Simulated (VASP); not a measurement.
A run of VASP 6.6.1 is set up as follows.

INCAR

```
PREC = Accurate
ENCUT = 520
EDIFF = 1E-6
ISMEAR = -1
SIGMA = 0.05
LREAL = False
LASPH = True
NELM = 80
ALGO = Normal
ISIF = 2
LWAVE = False
LCHARG = True
GGA = RP
LELF = True
LVHAR = True
NBANDS = 24
```

Contents of KPOINTS:

```
regular mesh
0
Gamma
  7 7 4
```

The input POSCAR:

```
ZrC
1.0
    3.3914762718      0.0000000000      0.0000000000
   -1.6957381359      2.9371046077      0.0000000000
    0.0000000000      0.0000000000      5.2900530000
Zr C
2 2
Direct
    0.6666666667      0.3333333333      0.7500000000
    0.3333333333      0.6666666667      0.2500000000
    0.0000000000      0.0000000000      0.5000000000
    0.0000000000      0.0000000000      0.0000000000
```

Potentials or basis: VASP PAW PBE potentials, release 64 (Zr_sv, C).

Launch:

```console
$ cat potpaw_PBE.64/Zr_sv/POTCAR potpaw_PBE.64/C/POTCAR > POTCAR
$ mpirun -np 1 vasp_std > vasp.out
```

Problem. Predict the pressure.

Solution. 1.1 GPa.

Problem. What does it give for the band gap on the k mesh?

Solution. Zero (bands 16 and 17 overlap by 1.11 eV).

Stress tensor (GPa, compression positive):
```
-0.35  0.00  0.00
 0.00 -0.35  0.00
 0.00  0.00  3.92
```

Caveat: the PAW data sets were made with another functional, which shifts forces and pressure a little.
